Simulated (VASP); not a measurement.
## PbS: relaxation of cell and atoms with PBE+D3(BJ)

Crystal: PbS.

```xyz
2
Lattice="2.1127 1.2197 3.4519 -2.1127 1.2197 3.4519 0.0000 -2.4395 3.4519" Properties=species:S:1:pos:R:3 pbc="T T T"
Pb    0.0000    0.0000   10.1545
S     0.0000    0.0000    4.9193
```

* Program: VASP 6.6.1
* Task: relaxation of cell and atoms
* Functional: PBE
* Dispersion: D3(BJ)
* Potentials or basis: VASP PAW PBE potentials, release 64 (Pb_d, S)
* Cutoff: 600 eV
* k mesh: 12 × 12 × 12
* Occupations: gaussian, width 0.02 eV
* Spin: no spin polarisation
* Dipole correction: no
* Further INCAR settings: ALGO = Normal; EDIFF = 1e-07; IBRION = 2; EDIFFG = -0.005; NSW = 100; ISIF = 3

```
Relaxed volume                         : 26.12 Å³/atom
Relaxed cell                           : a = 4.195 Å, b = 4.195 Å, c = 4.195 Å, α = 60.02°, β = 60.02°, γ = 60.02°
Space group after relaxing (to 0.05 Å) : Fm-3m (No. 225)
Energy gained by relaxing              : 2.4 meV/atom
Ionic steps                            : 13
Pressure after relaxing                : 0.0 GPa
Band gap on the k mesh                 : 0.36 eV, indirect (the least direct gap lies 2.8 meV higher)
Dispersion energy per atom             : -0.347 eV
```

Step by step:
```csv
step,energy change (eV),largest force (eV/Å),pressure (GPa),volume (Å³)
1,0.0000,0.0210,-1.14,53.37
2,-0.0036,0.0350,0.40,51.92
3,-0.0040,0.0317,0.01,52.27
4,-0.0041,0.0298,0.01,52.26
5,-0.0044,0.0243,0.02,52.25
6,-0.0047,0.0143,0.02,52.22
7,-0.0048,0.0054,0.07,52.17
8,-0.0049,0.0015,0.05,52.19
9,-0.0047,0.0007,-0.22,52.43
10,-0.0049,0.0008,-0.01,52.24
11,-0.0049,0.0005,-0.02,52.25
12,-0.0049,0.0010,-0.02,52.25
13,-0.0049,0.0000,0.00,52.23
```

Final structure:
```
CELL_PARAMETERS angstrom
2.09825 1.21143 3.42464
-2.09825 1.21143 3.42464
0.00000 -2.42285 3.42464
ATOMIC_POSITIONS crystal
Pb 0.97780 0.97780 0.97780
S 0.47780 0.47780 0.47780
```

Levels at points of the mesh, in eV from the valence-band top:
```tsv
k point	band 8	band 9	band 10	band 11	band 12	band 13
(0.00, 0.00, 0.00)	-2.17	-2.17	-2.16	5.21	5.21	5.21
(0.50, 0.00, 0.00)	-1.78	-1.78	0.00	0.37	1.96	1.97
(0.50, 0.50, 0.00)	-5.19	-3.44	-3.43	3.87	5.57	5.68
(0.50, 0.50, 0.50)	-1.78	-1.78	0.00	0.36	1.96	1.96
```

Run time: 19 min on 1 thread of AMD EPYC 7R43 64-Core Processor (Zen 3) (shared host), peak memory 0.31 GiB.

Caveat: spin-orbit coupling is left out, which moves the levels of the heavy elements. A k mesh can miss the band edges.
